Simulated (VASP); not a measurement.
Wanted: the native input for a VASP 6.6.1 run.

- Task: single point
- Functional: r2SCAN
- Potentials or basis: VASP PAW PBE potentials, release 64 (Sn_d)
- Cutoff: 520 eV
- k mesh: 11 × 11 × 8
- Occupations: gaussian, width 0.3 eV
- Spin: no spin polarisation
- Dipole correction: no
- Further INCAR settings: ALGO = Normal; EDIFF = 1e-07; NBANDS = 21

Crystal: Sn.

```
Sn
1.0
    -2.94828    2.95040    1.58882
     2.95040   -2.94828    1.58882
     2.94605    2.94605   -1.58493
Sn
2
Cartesian
  2.9503 -2.9481 1.5888
  -0.0004 2.9486 0.7964
```

These files were run (other wordings do the same):

POSCAR

```
Sn
1.0
   -2.9482820713      2.9504023647      1.5888172584
    2.9504023647     -2.9482820713      1.5888172584
    2.9460530987      2.9460530987     -1.5849306448
Sn
2
Direct
    0.0000251473      0.9999748527      0.0000000000
    0.7499748527      0.2500251473      0.5000000000
```

INCAR.step1

```
PREC = Accurate
ENCUT = 520
ISMEAR = 0
SIGMA = 0.3
LREAL = F
LASPH = T
NELM = 80
NBANDS = 21
GGA = PE
ALGO = Normal
EDIFF = 1E-4
LWAVE = T
LCHARG = F
```

INCAR.step2

```
PREC = Accurate
ENCUT = 520
EDIFF = 1E-7
ISMEAR = 0
SIGMA = 0.3
LREAL = F
LASPH = T
NELM = 80
ALGO = Normal
ISIF = 2
LWAVE = F
LCHARG = T
METAGGA = R2SCAN
LMIXTAU = T
LELF = T
LVHAR = T
NBANDS = 21
ISTART = 1
```

KPOINTS

```
Automatic mesh
0
Gamma
  11 11 8
```

Potentials or basis: VASP PAW PBE potentials, release 64 (Sn_d).

Launch:

```bash
$ cat potpaw_PBE.64/Sn_d/POTCAR > POTCAR
$ cp INCAR.step1 INCAR
$ mpirun -np 1 vasp_std > vasp.out
$ cp INCAR.step2 INCAR
$ mpirun -np 1 vasp_std > vasp.out
```

Results of the run:

- Pressure: 0.0 GPa
- Band gap on the k mesh: zero (bands 14 and 15 overlap by 3.86 eV)

Caveat: so wide a smearing shifts energies and pressures; the PAW data sets were made with another functional, which shifts forces and pressure a little; spin-orbit coupling is left out, which moves the levels of the heavy elements.

Run time: 24 min on 1 thread of Intel(R) Xeon(R) Platinum 8375C CPU @ 2.90GHz (Ice Lake), with other jobs on the host, peak memory 0.39 GiB.
